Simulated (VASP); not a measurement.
# Ga4As3P (P-4m2) in VASP: a series of runs, part 2 of 3

VASP 6.6.1.

**3. Single point, PBE**

This run uses another cell than the first one, of 22.92 Å³/atom.

File INCAR:

```
SYSTEM = Ga4As3P
ALGO     = Normal         ! electronic algorithm
EDIFF    = 1E-7           ! SCF threshold, eV
ENCUT    = 520            ! plane-wave cutoff, eV
GGA      = PE             ! functional
ISIF     = 2              ! what is computed and relaxed
ISMEAR   = 0              ! smearing method
LASPH    = .True.         ! aspherical terms in the spheres
LCHARG   = .False.        ! write CHGCAR
LREAL    = .False.        ! projectors in reciprocal space
LWAVE    = .False.        ! write WAVECAR
NBANDS   = 46             ! bands
NELM     = 80             ! most SCF steps
PREC     = Accurate       ! precision mode
SIGMA    = 0.1            ! smearing width, eV
```

File KPOINTS:

```
k-points
0
Gamma
  4 4 2
  0 0 0
```

File POSCAR:

```
Ga4As3P
1.0
    4.0357086897      0.0000000000      0.0000000000
    0.0000000000      4.0357086897      0.0000000000
    0.0000000000      0.0000000000     11.2582632365
Ga P As
4 1 3
Direct
    0.5000000000      0.0000000000      0.8813723394
    0.0000000000      0.5000000000      0.1186276606
    0.5000000000      0.0000000000      0.3728356427
    0.0000000000      0.5000000000      0.6271643573
    0.5000000000      0.5000000000      0.0000000000
    0.0000000000      0.0000000000      0.2458193610
    0.5000000000      0.5000000000      0.5000000000
    0.0000000000      0.0000000000      0.7541806390
```

Potentials or basis: VASP PAW PBE potentials, release 64 (Ga_d, P, As).

Started as:

```sh
cat potpaw_PBE.64/Ga_d/POTCAR potpaw_PBE.64/P/POTCAR potpaw_PBE.64/As/POTCAR > POTCAR
mpirun -np 1 vasp_std > vasp.out
```

OUTCAR:

```text
SYSTEM = Ga4As3P
   EDIFF = 1E-7
   ENCUT = 520
   GGA = PE
   ISIF = 2
   ISMEAR = 0
   LASPH = .True.
   LREAL = .False.
   NELM = 80
   PREC = Accurate

 ion  position               nearest neighbor table
   1  0.500  0.000  0.881-   5 2.42   5 2.42   8 2.47   8 2.47
   2  0.000  0.500  0.119-   5 2.42   5 2.42   6 2.47   6 2.47
   3  0.500  0.000  0.373-   6 2.47   6 2.47   7 2.47   7 2.47
   4  0.000  0.500  0.627-   8 2.47   8 2.47   7 2.47   7 2.47
   5  0.500  0.500  0.000-   1 2.42   2 2.42   1 2.42   2 2.42
   6  0.000  0.000  0.246-   3 2.47   3 2.47   2 2.47   2 2.47
   7  0.500  0.500  0.500-   3 2.47   4 2.47   3 2.47   4 2.47
   8  0.000  0.000  0.754-   4 2.47   4 2.47   1 2.47   1 2.47

  LATTYP: Found a simple tetragonal cell.
 ALAT       =     4.0357086897
 C/A-ratio  =     2.7896620153

  Lattice vectors:

 A1 = (   4.0357086897,   0.0000000000,   0.0000000000)
 A2 = (   0.0000000000,   4.0357086897,   0.0000000000)
 A3 = (   0.0000000000,   0.0000000000,  11.2582632365)

Analysis of symmetry for initial positions (statically):
=====================================================================
 Subroutine PRICEL returns:
 Original cell was already a primitive cell.

 Routine SETGRP: Setting up the symmetry group for a
 simple tetragonal supercell.

 Subroutine GETGRP returns: Found  8 space group operations
 (whereof  8 operations were pure point group operations)
 out of a pool of 16 trial point group operations.

The static configuration has the point symmetry D_2d.

Analysis of symmetry for dynamics (positions and initial velocities):
=====================================================================
 Subroutine PRICEL returns:
 Original cell was already a primitive cell.

 Routine SETGRP: Setting up the symmetry group for a
 simple tetragonal supercell.

 Subroutine GETGRP returns: Found  8 space group operations
 (whereof  8 operations were pure point group operations)
 out of a pool of 16 trial point group operations.

The dynamic configuration has the point symmetry D_2d.

 Subroutine INISYM returns: Found  8 space group operations
 (whereof  8 operations are pure point group operations),
 and found     1 'primitive' translations

----------------------------------------------------------------------------------------

                                     Primitive cell

  volume of cell :     183.3627

  direct lattice vectors                    reciprocal lattice vectors
     4.035708690  0.000000000  0.000000000     0.247787954  0.000000000  0.000000000
     0.000000000  4.035708690  0.000000000     0.000000000  0.247787954  0.000000000
     0.000000000  0.000000000 11.258263236     0.000000000  0.000000000  0.088823647

  length of vectors
     4.035708690  4.035708690 11.258263236     0.247787954  0.247787954  0.088823647

  position of ions in fractional coordinates (direct lattice)
     0.500000000  0.000000000  0.881372339
     0.000000000  0.500000000  0.118627661
     0.500000000  0.000000000  0.372835643
     0.000000000  0.500000000  0.627164357
     0.500000000  0.500000000  0.000000000
     0.000000000  0.000000000  0.245819361
     0.500000000  0.500000000  0.500000000
     0.000000000  0.000000000  0.754180639

[... 46 lines left out ...]
  0.250000  0.000000  0.500000      4.000000
  0.500000  0.000000  0.500000      2.000000
  0.250000  0.250000  0.500000      4.000000
  0.500000  0.250000  0.500000      4.000000
  0.500000  0.500000  0.500000      1.000000
   k-points           NKPTS =     12   k-points in BZ     NKDIM =     12   number of bands    NBANDS=     46
   number of dos      NEDOS =    301   number of ions     NIONS =      8
   total plane-waves  NPLWV =  75600
   dimension x,y,z NGX =    30 NGY =   30 NGZ =   84
   dimension x,y,z NGXF=    60 NGYF=   60 NGZF=  168
   ions per type =               4   1   3
   NGX,Y,Z   is equivalent  to a cutoff of  12.36, 12.36, 12.40 a.u.
   NGXF,Y,Z  is equivalent  to a cutoff of  24.72, 24.72, 24.81 a.u.
 SYSTEM =  Ga4As3P
   PREC   = accura    normal or accurate (medium, high low for compatibility)
   ISTART =      0    job   : 0-new  1-cont  2-samecut
   ICHARG =      2    charge: 1-file 2-atom 10-const
   ISPIN  =      1    spin polarized calculation?
   LNONCOLLINEAR =      F non collinear calculations
   LSORBIT =      F    spin-orbit coupling
   LASPH  =      T    aspherical Exc in radial PAW
   ENCUT  =  520.0 eV  38.22 Ry    6.18 a.u.   7.50  7.50 20.93*2*pi/ulx,y,z
   NELM   =     80;   NELMIN=  2; NELMDL= -5     # of ELM steps
   EDIFF  = 0.1E-06   stopping-criterion for ELM
   LREAL  =      F    real-space projection
   EDIFFG = 0.1E-05   stopping-criterion for IOM
   NSW    =      0    number of steps for IOM
   IBRION =     -1    ionic relax: 0-MD 1-quasi-New 2-CG
   NFREE  =      0    steps in history (QN), initial steepest desc. (CG)
   ISIF   =      2    stress and relaxation
   ISYM   =      2    0-nonsym 1-usesym 2-fastsym
   POTIM  = 0.5000    time-step for ionic-motion
   TEBEG  =    0.0;   TEEND  =   0.0 temperature during run
   PSTRESS=    0.0 pullay stress
   NELECT =      72.0000    total number of electrons
   NUPDOWN=      -1.0000    fix difference up-down
   EMIN   =  10.00;   EMAX   =-10.00  energy-range for DOS
   EFERMI =   0.00;   METHOD = LEGACY
   ISMEAR =     0;   SIGMA  =   0.10  broadening in eV -4-tet -1-fermi 0-gaus
   EFERMI_NEDOS =   21; number of points for ismear=-14 and -15
   IALGO  =     38    algorithm
   IMIX   =      4    mixing-type and parameters
     AMIX     =   0.40;   BMIX     =  1.00
     AMIX_MAG =   1.60;   BMIX_MAG =  1.00
  volume/ion in A,a.u.               =      22.92       154.67
  Fermi-wavevector in a.u.,A,eV,Ry     =   1.198805  2.265414 19.553397  1.437134
  Thomas-Fermi vector in A             =   2.334685
   LORBIT       =      0    0 simple, 1 ext, 2 COOP (PROOUT), +10 PAW based schemes
   GGA     = PE    functional components
   LHFCALC =     F    Hartree Fock is set to
   AEXX    =    0.0000 exact exchange contribution
   IVDW    =     0    specifies the selected vdW correction
   LEPSILON=     F    determine dielectric tensor
   LRPA    =     F    only Hartree local field effects (RPA)
 non-spin polarized calculation
 Gauss-broadening in eV      SIGMA  =   0.10
  energy-cutoff  :      520.00
  volume of cell :      183.36
 maximum number of plane-waves:      4969
   NGX = 15   NGY = 15   NGZ = 41

 number of electron      72.0000047 magnetization

 Free energy of the ion-electron system (eV)
  ---------------------------------------------------
  ext. energy  EPLUGINS =         0.00000000
  ---------------------------------------------------
  free energy    TOTEN  =       -33.67077435 eV

  energy without entropy =      -33.67075747  energy(sigma->0) =      -33.67076591

 E-fermi :   4.0021     XC(G=0):  -9.4541

 val. band max:        3.7664397114   @ k =   0.0000   0.0000   0.0000
 cond. band min:       4.2337058371   @ k =   0.0000   0.0000   0.0000
 fundamental gap:      0.4672661257
 Fermi energy:         4.0021226888

 k-point     1 :       0.0000    0.0000    0.0000
  band No.  band energies     occupation
      1     -11.0691      2.00000
      2     -11.0241      2.00000
      3     -11.0199      2.00000
      4     -10.9851      2.00000
      5     -10.9851      2.00000
      6     -10.9655      2.00000
[... 577 lines left out ...]
     45      11.7204      0.00000
     46      11.8368      0.00000

------------------------ aborting loop because EDIFF is reached ----------------------------------------

  FORCE on cell =-STRESS in cart. coord.  units (eV):
  Direction    XX          YY          ZZ          XY          YZ          ZX
  --------------------------------------------------------------------------------------
  -------------------------------------------------------------------------------------
  Total        0.3713643      0.3713643      0.2370510      0.0000000     -0.0000000      0.0000000
  in kB        3.2448879      3.2448879      2.0712919      0.0000000     -0.0000000      0.0000000
  external PRESSURE =       2.8536892 kB  Pullay stress =       0.0000000 kB

 VOLUME and BASIS-vectors are now :
 -----------------------------------------------------------------------------
  energy-cutoff  :      520.00
  volume of cell :      183.36
      direct lattice vectors                 reciprocal lattice vectors
     4.035708690  0.000000000  0.000000000     0.247787954  0.000000000  0.000000000
     0.000000000  4.035708690  0.000000000     0.000000000  0.247787954  0.000000000
     0.000000000  0.000000000 11.258263236     0.000000000  0.000000000  0.088823647

 POSITION                                       TOTAL-FORCE (eV/Angst)
 -----------------------------------------------------------------------------------
      2.01785      0.00000      9.92272        -0.000000     -0.000000      0.053041
      0.00000      2.01785      1.33554         0.000000     -0.000000     -0.053041
      2.01785      0.00000      4.19748        -0.000000     -0.000000     -0.005201
      0.00000      2.01785      7.06078        -0.000000      0.000000      0.005201
      2.01785      2.01785      0.00000        -0.000000     -0.000000     -0.000000
      0.00000      0.00000      2.76750        -0.000000     -0.000000     -0.014519
      2.01785      2.01785      5.62913        -0.000000     -0.000000     -0.000000
      0.00000      0.00000      8.49076        -0.000000     -0.000000      0.014519
 -----------------------------------------------------------------------------------
    total drift:                                0.000000      0.000000      0.000000

  FREE ENERGIE OF THE ION-ELECTRON SYSTEM (eV)
  ---------------------------------------------------
  free  energy   TOTEN  =       -33.6707743525 eV

  energy  without entropy=      -33.6707574689  energy(sigma->0) =      -33.67076591
```

It took 4.2 min on 1 thread of Intel Xeon 8259CL, shared host; peak memory 0.3 GiB.

What came out:

```
Free energy            : -33.6708 eV
Pressure               : 0.3 GPa
Largest force          : 0.053 eV/Å
Band gap on the k mesh : 0.47 eV
```

Forces in eV/Å, atoms in the order of the input:
```
Ga   0.000  0.000  0.053
Ga   0.000  0.000 -0.053
Ga   0.000  0.000 -0.005
Ga   0.000  0.000  0.005
P    0.000  0.000  0.000
As   0.000  0.000 -0.015
As   0.000  0.000  0.000
As   0.000  0.000  0.015
```

Levels at points of the mesh, in eV from the valence-band top:
```csv
k point,band 34,band 35,band 36,band 37,band 38,band 39
"(0.00, 0.00, 0.00)",-0.04,-0.04,0.00,0.47,1.46,1.48
"(0.50, 0.00, 0.00)",-1.07,-1.05,-1.03,0.99,0.99,2.51
"(0.50, 0.50, 0.00)",-2.54,-2.54,-2.50,1.45,1.68,1.72
"(0.00, 0.00, 0.50)",-0.77,-0.56,-0.56,1.32,1.47,2.12
"(0.50, 0.00, 0.50)",-1.08,-1.07,-1.06,1.87,2.06,2.06
"(0.50, 0.50, 0.50)",-2.95,-2.87,-2.85,2.49,2.61,2.67
```

Caveat: semilocal functionals underestimate gaps, and a narrow one can read as zero.

(Part 2 of 3 ends here.)
